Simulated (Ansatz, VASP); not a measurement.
MgO: VASP beside Ansatz

```
CELL_PARAMETERS angstrom
0.00000 2.10850 2.10850
2.10850 0.00000 2.10850
2.10850 2.10850 0.00000
ATOMIC_POSITIONS crystal
Mg 0.00000 0.00000 0.00000
O 0.50000 0.50000 0.50000
```

Alike in both runs: task relaxation of cell and atoms; functional LDA; k mesh 8 × 8 × 8; no spin polarisation.

|  | VASP | Ansatz |
| --- | --- | --- |
| version | VASP 6.6.1 | Ansatz 0.2.0 |
| potentials or method | VASP PAW LDA potentials, release 64 (Mg, O) | plane waves, PAW |
| plane-wave cutoff (eV) | 600 | 420 |
| occupations | gaussian, width 0.01 eV | fixed |
| valence electrons in the cell | 8 | 16 |

VASP gave:

| Quantity | Value |
| --- | --- |
| relaxed volume (Å³/atom) | 8.89 |
| relaxed cell length with the largest relative difference (Å) | 2.930 |

Question: Which values does Ansatz return?

Answer: Relaxed volume (Å³/atom): 8.99; relaxed cell length with the largest relative difference (Å): 2.941.

LDA's correlation is that of Perdew and Zunger in VASP and of Perdew and Wang (1992) in Ansatz. VASP's potentials hold 8 valence electrons a cell and Ansatz's 16, so a difference there can come from the potentials and not from the codes.
